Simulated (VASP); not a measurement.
Here is a VASP 6.6.1 calculation.

INCAR

```
ALGO     = Normal         # electronic algorithm
EDIFF    = 1E-6           # SCF threshold, eV
ENCUT    = 520            # plane-wave cutoff, eV
GGA      = PS             # functional
ISIF     = 2              # what is computed and relaxed
ISMEAR   = 0              # smearing method
LASPH    = T              # aspherical terms in the spheres
LCHARG   = T              # write CHGCAR
LELF     = T              # ELF
LREAL    = F              # projectors in reciprocal space
LVHAR    = T            
LWAVE    = F              # write WAVECAR
NBANDS   = 16             # bands
NELM     = 80             # most SCF steps
PREC     = Accurate       # precision mode
SIGMA    = 0.05           # smearing width, eV
```

KPOINTS

```
k-points
0
Gamma
  12 12 4
```

File POSCAR:

```
BN
1.0
    2.5043488457      0.0000000000      0.0000000000
   -1.2521744229      2.1688297203      0.0000000000
    0.0000000000      0.0000000000      6.8787137607
B N
2 2
Direct
    0.3333333333      0.6666666667      0.2500000000
    0.6666666667      0.3333333333      0.7500000000
    0.3333333333      0.6666666667      0.7500000000
    0.6666666667      0.3333333333      0.2500000000
```

Potentials or basis: VASP PAW PBE potentials, release 64 (B, N).

The run is started by

```console
$ cat potpaw_PBE.64/B/POTCAR potpaw_PBE.64/N/POTCAR > POTCAR
$ mpirun -np 1 vasp_std > vasp.out
```

Q: What does it give for the band gap on the k mesh?

A: 4.22 eV, indirect (least direct gap 4.59 eV).

Q: Estimate the pressure.

A: 0.4 GPa.

Stress tensor (GPa, compression positive):
```
0.53 0.00 0.00
0.00 0.53 0.00
0.00 0.00 0.13
```

Caveat: the cell differs from its parent crystal (strain -0.0200 x Voigt [0, 0, 1, 0, 0, 0]); the PAW data sets were made with another functional, which shifts forces and pressure a little; this functional lacks dispersion, which binds the layers, so the pressure and a relaxed spacing across them are unreliable. A k mesh can miss the band edges.
